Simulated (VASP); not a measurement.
# Bi3F (P4/mmm) in VASP: further runs, part 2 of 2

VASP 6.6.1. The steps go on from the part before.

## 3. Relaxation of cell and atoms, PBE

This run uses another cell than the first one, of the same volume but with other edges.

Input file INCAR:

```
SYSTEM = Bi3F
ALGO = Normal
EDIFF = 1E-6
EDIFFG = -0.04
ENCUT = 600
GGA = PE
IBRION = 2
ISIF = 3
ISMEAR = 0
LASPH = .TRUE.
LCHARG = .FALSE.
LREAL = .FALSE.
LWAVE = .FALSE.
NELM = 60
NSW = 90
PREC = Accurate
SIGMA = 0.1
```

Input file KPOINTS:

```
k-points
0
G
  4 4 4
  0 0 0
```

Input file POSCAR:

```
Bi3F
1.0
    3.7651808600      0.0000000000      0.0000000000
    0.0000000000      3.7651808600      0.0000000000
    0.0000000000      0.0000000000      7.2711190600
Bi F
3 1
Direct
    0.5000000000      0.5000000000      0.2365449100
    0.5000000000      0.5000000000      0.7634550900
    0.0000000000      0.0000000000      0.5000000000
    0.0000000000      0.0000000000      0.0000000000
```

Potentials or basis: VASP PAW PBE potentials, release 64 (Bi_d, F).

Run with:

```console
$ cat potpaw_PBE.64/Bi_d/POTCAR potpaw_PBE.64/F/POTCAR > POTCAR
$ mpirun -np 1 vasp_std > vasp.out
```

OUTCAR:

```text
SYSTEM = Bi3F
   EDIFF = 1E-6
   EDIFFG = -0.04
   ENCUT = 600
   GGA = PE
   IBRION = 2
   ISIF = 3
   ISMEAR = 0
   LASPH = .TRUE.
   LREAL = .FALSE.
   NELM = 60
   NSW = 90
   PREC = Accurate

 ion  position               nearest neighbor table
   1  0.500  0.500  0.237-   3 3.28   3 3.28   3 3.28   3 3.28   2 3.44   2 3.83
   2  0.500  0.500  0.763-   3 3.28   3 3.28   3 3.28   3 3.28   1 3.44   1 3.83
   3  0.000  0.000  0.500-   1 3.28   2 3.28   1 3.28   2 3.28   1 3.28   2 3.28   1 3.28   2 3.28

   4  0.000  0.000  0.000-

  LATTYP: Found a simple tetragonal cell.
 ALAT       =     3.7651808600
 C/A-ratio  =     1.9311473553

  Lattice vectors:

 A1 = (   3.7651808600,   0.0000000000,   0.0000000000)
 A2 = (   0.0000000000,   3.7651808600,   0.0000000000)
 A3 = (   0.0000000000,   0.0000000000,   7.2711190600)

Analysis of symmetry for initial positions (statically):
=====================================================================
 Subroutine PRICEL returns:
 Original cell was already a primitive cell.

 Routine SETGRP: Setting up the symmetry group for a
 simple tetragonal supercell.

 Subroutine GETGRP returns: Found 16 space group operations
 (whereof 16 operations were pure point group operations)
 out of a pool of 16 trial point group operations.

The static configuration has the point symmetry D_4h.

[... 168 lines left out ...]
  external PRESSURE =       5.1157787 kB  Pullay stress =       0.0000000 kB
[... 95 lines left out ...]
  FREE ENERGIE OF THE ION-ELECTRON SYSTEM (eV)
  ---------------------------------------------------
  free  energy   TOTEN  =       -15.0869762426 eV

  energy  without entropy=      -15.0567993579  energy(sigma->0) =      -15.07188780

 E-fermi :   6.3241     XC(G=0):  -9.9681

 val. band max:        6.3193376101   @ k =   0.5000   0.5000   0.2500
 cond. band min:       6.3662465102   @ k =   0.2500   0.2500   0.0000
 fundamental gap:      0.0469089001
 Fermi energy:         6.3240866910

 k-point     1 :       0.0000    0.0000    0.0000
  band No.  band energies     occupation
      1     -16.7704      2.00000
      2     -16.6481      2.00000
      3     -16.6229      2.00000
      4     -16.6229      2.00000
      5     -16.6213      2.00000
      6     -16.6193      2.00000
[... 601 lines left out ...]
     30       8.9477      0.00000
     31       8.9477      0.00000

[... ionic steps 4 to 12 ...]

--------------------------------------- Ionic step       13  -------------------------------------------

 number of electron      51.9999986 magnetization

------------------------ aborting loop because EDIFF is reached ----------------------------------------
[... 71 lines left out ...]
--------------------------------------- Ionic step       15  -------------------------------------------

 number of electron      51.9999989 magnetization

 Free energy of the ion-electron system (eV)
  ---------------------------------------------------
  ext. energy  EPLUGINS =         0.00000000
  ---------------------------------------------------
  free energy    TOTEN  =       -15.11611220 eV

  energy without entropy =      -15.08878402  energy(sigma->0) =      -15.10244811

 E-fermi :   6.6281     XC(G=0): -10.1005

 val. band max:        6.6196788394   @ k =   0.2500   0.0000   0.2500
 cond. band min:       6.7795066197   @ k =   0.5000   0.2500   0.5000
 fundamental gap:      0.1598277802
 Fermi energy:         6.6281355218

 k-point     1 :       0.0000    0.0000    0.0000
  band No.  band energies     occupation
      1     -16.4319      2.00000
      2     -16.3433      2.00000
      3     -16.3205      2.00000
      4     -16.3080      2.00000
      5     -16.3009      2.00000
      6     -16.3009      2.00000
[... 632 lines left out ...]
  FREE ENERGIE OF THE ION-ELECTRON SYSTEM (eV)
  ---------------------------------------------------
  free  energy   TOTEN  =       -15.1161121984 eV

  energy  without entropy=      -15.0887840163  energy(sigma->0) =      -15.10244811

 reached required accuracy - stopping structural energy minimisation
```

OSZICAR:

```text
N       E                     dE             d eps       ncg     rms          rms(c)
DAV:   1     0.636591592734E+03    0.63659E+03   -0.29418E+04  1116   0.230E+03
DAV:   2     0.597326478870E+02   -0.57686E+03   -0.56587E+03  1144   0.595E+02
DAV:   3    -0.134238011836E+02   -0.73156E+02   -0.71918E+02  1406   0.211E+02
[... 152 lines left out ...]
DAV:   3    -0.151160053271E+02    0.51959E-02   -0.11240E-02  1336   0.102E+00    0.621E-02
DAV:   4    -0.151161330885E+02   -0.12776E-03   -0.21294E-03  1124   0.413E-01    0.350E-02
DAV:   5    -0.151161154371E+02    0.17651E-04   -0.10992E-04  1425   0.824E-02    0.171E-02
DAV:   6    -0.151161124887E+02    0.29485E-05   -0.23697E-05  1566   0.647E-02    0.517E-03
DAV:   7    -0.151161121984E+02    0.29027E-06   -0.29246E-06   787   0.186E-02
  15 F= -.15116112E+02 E0= -.15102448E+02  d E =-.520552E-03
```

CONTCAR:

```text
Bi3F
   1.00000000000000
     3.9447985665767686    0.0000000000000000    0.0000000000000000
     0.0000000000000000    3.9447985665767686   -0.0000000000000000
     0.0000000000000000   -0.0000000000000000    6.7438402692502564
  Bi              F
     3     1
Direct
     0.5000000000000000    0.5000000000000000    0.2279602736637495
     0.5000000000000000    0.5000000000000000    0.7720397263362505
     1.0000000000000000    0.0000000000000000    0.5000000000000000
     1.0000000000000000    0.0000000000000000    0.0000000000000000

  0.00000000E+00  0.00000000E+00  0.00000000E+00
  0.00000000E+00  0.00000000E+00  0.00000000E+00
  0.00000000E+00  0.00000000E+00  0.00000000E+00
  0.00000000E+00  0.00000000E+00  0.00000000E+00
```

Wall time 5.7 min (1 thread of AMD EPYC 9R45 (Zen 5), shared host); peak memory 0.22 GiB.

What came out:

```
Free energy                            : -15.1161 eV
Relaxed volume                         : 26.24 Å³/atom
Relaxed cell                           : a = 3.945 Å, b = 3.945 Å, c = 6.744 Å, α = 90.00°, β = 90.00°, γ = 90.00°
Space group after relaxing (to 0.05 Å) : P4/mmm (No. 123)
Energy gained by relaxing              : 33.3 meV/atom
Ionic steps                            : 15
Pressure after relaxing                : 0.0 GPa
Largest force after relaxing           : 0.003 eV/Å
Band gap on the k mesh                 : zero (band 26 reaches 7.72 eV, above the bottom of band 27 at 5.45 eV)
```

Forces in eV/Å, atoms in the order of the input:
```
Bi   0.000  0.000 -0.003
Bi   0.000  0.000  0.003
Bi   0.000  0.000  0.000
F    0.000  0.000  0.000
```

Step by step:
```
step  energy change (eV)  largest force (eV/Å)  pressure (GPa)  volume (Å³)
   1              0.0000                0.5774            0.51       103.08
   2             -0.0668                0.3365           -0.49       104.28
   3             -0.1040                0.0871           -1.10       105.58
   4             -0.0787                0.7085           -1.27       107.99
   5             -0.1123                0.0384           -1.16       106.15
   6             -0.1145                0.1829           -1.27       106.93
   7             -0.1155                0.0499           -1.22       106.55
   8             -0.1203                0.2992            0.99       102.79
   9             -0.1277                0.1762           -0.03       104.37
  10             -0.1308                0.0726            0.09       104.19
  11             -0.1317                0.0117            0.21       104.03
  12             -0.1326                0.0243           -0.05       104.74
  13             -0.1325                0.0305           -0.19       105.15
  14             -0.1326                0.0257           -0.15       104.95
  15             -0.1331                0.0030           -0.02       104.94
```

Final structure:
```cif
data_structure
_symmetry_space_group_name_H-M 'P 1'
_symmetry_Int_Tables_number 1
_cell_length_a 3.9448
_cell_length_b 3.9448
_cell_length_c 6.7438
_cell_angle_alpha 90.000
_cell_angle_beta 90.000
_cell_angle_gamma 90.000
_cell_volume 104.94
loop_
_atom_site_label
_atom_site_type_symbol
_atom_site_fract_x
_atom_site_fract_y
_atom_site_fract_z
_atom_site_occupancy
Bi1 Bi 0.50000 0.50000 0.22796 1
Bi2 Bi 0.50000 0.50000 0.77204 1
Bi3 Bi 0.00000 0.00000 0.50000 1
F1 F 0.00000 0.00000 0.00000 1
```

Caveat: the k points lie up to 0.40 Å⁻¹ apart in the final cell; spin-orbit coupling is left out, which moves the levels of the heavy elements.

## 4. Single point, PBE

Input file INCAR:

```
SYSTEM = Bi3F
PREC = Accurate
ENCUT = 520
EDIFF = 1E-7
ISMEAR = 0
SIGMA = 0.1
LREAL = .FALSE.
LASPH = .TRUE.
NELM = 80
ALGO = Normal
ISIF = 2
LWAVE = .FALSE.
LCHARG = .FALSE.
GGA = PE
NBANDS = 34
```

Input file KPOINTS:

```
regular mesh
0
G
  14 14 6
  0 0 0
```

Input file POSCAR:

```
Bi3F
1.0
    3.7587229896      0.0000000000      0.0000000000
    0.0000000000      3.7587229896      0.0000000000
    0.0000000000      0.0000000000      7.2959517375
Bi F
3 1
Direct
    0.5000000000      0.5000000000      0.2172346316
    0.5000000000      0.5000000000      0.7827653684
    0.0000000000      0.0000000000      0.5000000000
    0.0000000000      0.0000000000      0.0000000000
```

Run with:

```console
$ cat potpaw_PBE.64/Bi_d/POTCAR potpaw_PBE.64/F/POTCAR > POTCAR
$ mpirun -np 1 vasp_std > vasp.out
```

Wall time 4.4 min (1 thread of AMD EPYC 9R45 (Zen 5), shared host); peak memory 0.44 GiB.

Results (log left out):

* Free energy: -15.3050 eV
* Pressure: -0.1 GPa
* Band gap on the k mesh: zero (band 26 reaches 8.79 eV, above the bottom of band 27 at 5.32 eV)

Levels at points of the mesh, in eV from the Fermi level:
| k point | band 23 | band 24 | band 25 | band 26 | band 27 | band 28 | band 29 | band 30 |
| --- | --- | --- | --- | --- | --- | --- | --- | --- |
| (0.00, 0.00, 0.00) | -1.62 | -0.87 | -0.38 | -0.38 | 2.04 | 2.04 | 4.23 | 4.23 |
| (0.50, 0.00, 0.00) | -2.76 | -2.27 | -1.90 | 1.73 | 1.87 | 2.11 | 2.49 | 2.93 |
| (0.50, 0.50, 0.00) | -3.30 | -3.30 | -2.29 | -1.75 | -1.75 | -0.27 | 1.40 | 1.40 |
| (0.00, 0.00, 0.50) | -3.30 | -0.43 | -0.43 | 1.42 | 1.80 | 1.80 | 2.14 | 4.60 |
| (0.50, 0.00, 0.50) | -3.31 | -3.14 | -0.71 | -0.21 | 1.86 | 2.02 | 2.11 | 2.51 |
| (0.50, 0.50, 0.50) | -4.33 | -3.47 | -1.06 | -1.06 | -0.77 | -0.68 | 0.58 | 1.44 |

Caveat: spin-orbit coupling is left out, which moves the levels of the heavy elements.

## 5. The runs side by side

| task | cell | k mesh | cutoff (eV) | gap on the mesh (eV) | pressure (GPa) |
| --- | --- | --- | --- | --- | --- |
| single point | a = 3.726, b = 3.726, c = 7.429 Å, 4 atoms | 4 × 4 × 4 | 520 | none | -0.1 |
| relaxation of cell and atoms | relaxed from a = 3.765, b = 3.765, c = 7.271 Å, 4 atoms | 4 × 4 × 4 | 600 | none | 0.0 |
| single point | a = 3.759, b = 3.759, c = 7.296 Å, 4 atoms | 14 × 14 × 6 | 520 | none | -0.1 |

Alike in all rows: level PBE; potentials or basis VASP PAW PBE potentials, release 64 (Bi_d, F); no spin polarisation; smearing gaussian 0.1 eV.

Caveats: some runs use coarse meshes; spin-orbit coupling is left out, which moves the levels of the heavy elements.

Absolute energies hang on the potentials; compare differences alone.
